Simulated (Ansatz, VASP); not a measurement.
## ZnSe: VASP beside Ansatz

```xyz
2
Lattice="0.0000 2.8324 2.8324 2.8324 0.0000 2.8324 2.8324 2.8324 0.0000" Properties=species:S:1:pos:R:3 pbc="T T T"
Zn    0.0000    0.0000    0.0000
Se    1.4162    1.4162    1.4162
```

Alike in both runs: task single point; functional r2SCAN; k mesh 4 × 4 × 4; no spin polarisation.

```csv
,VASP,Ansatz
version,VASP 6.6.1,Ansatz 0.2.0
potentials or method,"VASP PAW PBE potentials, release 64 (Zn, Se)","plane waves, PAW"
plane-wave cutoff (eV),520,500
occupations,"gaussian, width 0.01 eV",fixed
valence electrons in the cell,18,28
```

```csv
,VASP,Ansatz,Ansatz less VASP
gap on the k mesh at the Fermi level (eV),1.86,1.86,-0.004
```

VASP's potentials were made for PBE, not for r2SCAN. VASP's potentials hold 18 valence electrons a cell and Ansatz's 28, so a difference there can come from the potentials and not from the codes.

The k mesh is coarse, so the values compare programs but aren't converged.
